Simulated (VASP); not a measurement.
A run of VASP 6.6.1 is set up as follows.

File INCAR:

```
SYSTEM = GaP
PREC = Accurate ; ENCUT = 500
EDIFF = 1E-6 ; ISMEAR = 0
SIGMA = 0.01 ; LREAL = .FALSE.
LASPH = .TRUE. ; NELM = 120
ALGO = Normal ; ISIF = 2
LWAVE = .FALSE. ; LCHARG = .TRUE.
GGA = CA ; LELF = .TRUE.
LVHAR = .TRUE. ; NBANDS = 26
GGA_COMPAT = .FALSE.
```

Contents of KPOINTS:

```
regular mesh
0
G
  4 4 4
  0 0 0
```

The input POSCAR:

```
GaP
1.0
    1.9430200000      1.1218000000      6.4308100000
   -1.9430200000      1.1218000000      6.4308100000
    0.0000000000     -2.2436000000      6.4308100000
Ga P
2 2
Direct
    0.4353700000      0.4353700000      0.4353700000
    0.5646300000      0.5646300000      0.5646300000
    0.0573900000      0.0573900000      0.0573900000
    0.9426100000      0.9426100000      0.9426100000
```

Potentials or basis: VASP PAW LDA potentials, release 64 (Ga_d, P).

Run with:

```bash
$ cat potpaw_LDA.64/Ga_d/POTCAR potpaw_LDA.64/P/POTCAR > POTCAR
$ mpirun -np 1 vasp_std > vasp.out
```

Q: Predict the pressure.

A: -4.5 GPa.

Q: Estimate the largest force.

A: 0.081 eV/Å.

Q: Estimate the band gap on the k mesh.

A: 0.71 eV, indirect (least direct gap 0.95 eV).

Forces in eV/Å, atoms in the order of the input:
```
Ga   0.000  0.000  0.041
Ga   0.000  0.000 -0.041
P    0.000  0.000  0.081
P    0.000  0.000 -0.081
```

Caveat: the k points lie up to 0.47 Å⁻¹ apart. Expect the measured gap to be larger: semilocal functionals such as LDA lack the derivative discontinuity.
